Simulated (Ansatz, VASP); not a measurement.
## One calculation of ZnCu, two programs

```xyz
2
Lattice="2.8396 0.0000 0.0000 0.0000 2.8396 0.0000 0.0000 0.0000 2.8396" Properties=species:S:1:pos:R:3 pbc="T T T"
Zn    1.4198    1.4198    1.4198
Cu    0.0000    0.0000    0.0000
```

Alike in both runs: task single point; functional PBE; k mesh 14 × 14 × 14; occupations gaussian, width 0.1 eV; no spin polarisation.

```csv
,VASP,Ansatz
version,VASP 6.6.1,Ansatz 0.2.0
potentials or method,"VASP PAW PBE potentials, release 64 (Zn, Cu), cutoff 520 eV","scalar-relativistic, plane waves, PAW"
valence electrons in the cell,23,31
```

|  | VASP | Ansatz | Ansatz less VASP |
| --- | --- | --- | --- |
| gap on the k mesh at the Fermi level (eV) | none | none | - |
| pressure (GPa) | 21.0 | 20.3 | -0.70 |

A gap of «none» marks a metal or a gap that the smearing closes. VASP's potentials hold 23 valence electrons a cell and Ansatz's 31, so a difference there can come from the potentials and not from the codes.
